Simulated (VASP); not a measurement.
**TaN: single point with LDA**

TaN:

```xyz
6
Lattice="5.1960 0.0000 0.0000 -2.5980 4.4999 0.0000 0.0000 0.0000 2.9110" Properties=species:S:1:pos:R:3 pbc="T T T"
Ta    0.0000    2.9999    1.4555
Ta    2.5980    1.5000    1.4555
Ta    0.0000    0.0000    0.0000
N     2.0412    0.0000    0.0000
N     1.5774    2.7321    0.0000
N    -1.0206    1.7678    0.0000
```

```yaml
Program: VASP 6.6.1
Task: single point
Functional: LDA
Potentials_or_basis: VASP PAW LDA potentials, release 64 (Ta_pv, N)
Cutoff: 520 eV
k_mesh: 5 × 5 × 7
Occupations: methfessel-paxton, width 0.2 eV
Spin: no spin polarisation
```

```json
{
 "Pressure": "-8.4 GPa",
 "Largest force": "0.032 eV/Å",
 "Band gap on the k mesh": "zero (band 24 reaches 9.81 eV, above the bottom of band 25 at 7.17 eV)"
}
```

Forces on the atoms (eV/Å):
```
Ta   0.000  0.000  0.000
Ta   0.000  0.000  0.000
Ta   0.000  0.000  0.000
N   -0.032  0.000  0.000
N    0.016  0.028  0.000
N    0.016 -0.028  0.000
```

Stress tensor (GPa, compression positive):
```
-7.82  0.00  0.00
 0.00 -7.82  0.00
 0.00  0.00 -9.48
```

Levels at points of the mesh, in eV from the Fermi level:
| k point | band 20 | band 21 | band 22 | band 23 | band 24 | band 25 | band 26 | band 27 | band 28 | band 29 |
| --- | --- | --- | --- | --- | --- | --- | --- | --- | --- | --- |
| (0.00, 0.00, 0.00) | -5.02 | -4.24 | -3.31 | -1.93 | -0.95 | -0.95 | 0.51 | 0.51 | 1.79 | 1.89 |

Wall time 74 s on 1 thread of Intel Xeon 8259CL, with other jobs on the host, peak memory 0.18 GiB.

Caveat: spin-orbit coupling is left out, which moves the levels of the heavy elements.
